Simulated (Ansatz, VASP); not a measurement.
**TaN: VASP beside Ansatz**

The input INCAR:

```
SYSTEM = TaN
PREC     = Accurate       ! precision mode
ENCUT    = 520            ! plane-wave cutoff, eV
EDIFF    = 1E-6           ! SCF threshold, eV
ISMEAR   = -1             ! smearing method
SIGMA    = 0.02           ! smearing width, eV
LREAL    = .FALSE.        ! projectors in reciprocal space
LASPH    = .TRUE.         ! aspherical terms in the spheres
NELM     = 80             ! most SCF steps
ALGO     = Normal         ! electronic algorithm
ISIF     = 2              ! what is computed and relaxed
LWAVE    = .FALSE.        ! write WAVECAR
LCHARG   = .FALSE.        ! write CHGCAR
GGA      = PS             ! functional
NBANDS   = 15             ! bands
```

Contents of KPOINTS:

```
Automatic mesh
0
G
  12 12 10
  0 0 0
```

Contents of POSCAR:

```
TaN
1.0
    2.9379988584      0.0293799886      0.0293799886
   -1.4435556127      2.5296916534      0.0107538222
    0.0288300000      0.0288300000      2.8830000000
Ta N
1 1
Direct
    0.3333333333      0.6666666667      0.5000000000
    0.0000000000      0.0000000000      0.0000000000
```

Input for Ansatz:

```yaml
crystal:
  lattice:
    - [2.9379988584, 0.0293799886, 0.0293799886]
    - [-1.4435556127, 2.5296916534, 0.0107538222]
    - [0.02883, 0.02883, 2.883]
  atoms:
    - { symbol: Ta, position: [0.3333333333, 0.6666666667, 0.5] }
    - { symbol: "N", position: [0.0, 0.0, 0.0] }
kpoints:
  mp_grid: { grid: [12, 12, 10] }
  band_path:
    path:
      - [0.0, 0.0, 0.0]
      - [0.0, -0.5, 0.0]
      - [0.0, 0.0, 0.5]
      - [0.0, 0.0, 0.0]
      - [-0.5, 0.0, 0.0]
      - [-0.5, 0.5, -0.5]
      - [0.0, 0.0, 0.0]
      - [-0.5, 0.0, -0.5]
      - [-0.5, 0.5, 0.0]
    npoints: 5
scf:
  occupations: { method: fermi_dirac, width: 0.02 }
hamiltonian:
  xc: pbesol
  pseudopotentials: { kind: all_electron, lapw: { basis_error: 0.0005 } }
output:
  forces: true
  stress: true
  eigenvalues: true
```

Change from the starting cell: equal xy, yz and zx shear strains of +2 %.

Alike in both runs: task single point; functional PBEsol; k mesh 12 × 12 × 10; occupations fermi-dirac, width 0.02 eV; no spin polarisation.

|  | VASP | Ansatz |
| --- | --- | --- |
| version | VASP 6.6.1 | Ansatz 0.2.0 |
| potentials or method | VASP PAW PBE potentials, release 64 (Ta_pv, N), cutoff 520 eV | all-electron LAPW, scalar-relativistic |

```csv
,VASP,Ansatz,Ansatz less VASP
pressure (GPa),-3.7,-4.4,-0.70
"traceless stress, the component that is largest in VASP (GPa)",-4.73,-4.66,+0.069
rms of the force components (eV/Å),0.014,0.013,-0.0011
```

VASP's potentials were made for PBE, not for PBEsol. Atom by atom the forces differ by 0.002 eV/Å (rms over components). Ansatz ran all-electron here, and VASP with PAW potentials.

Neither program's run includes spin-orbit coupling.
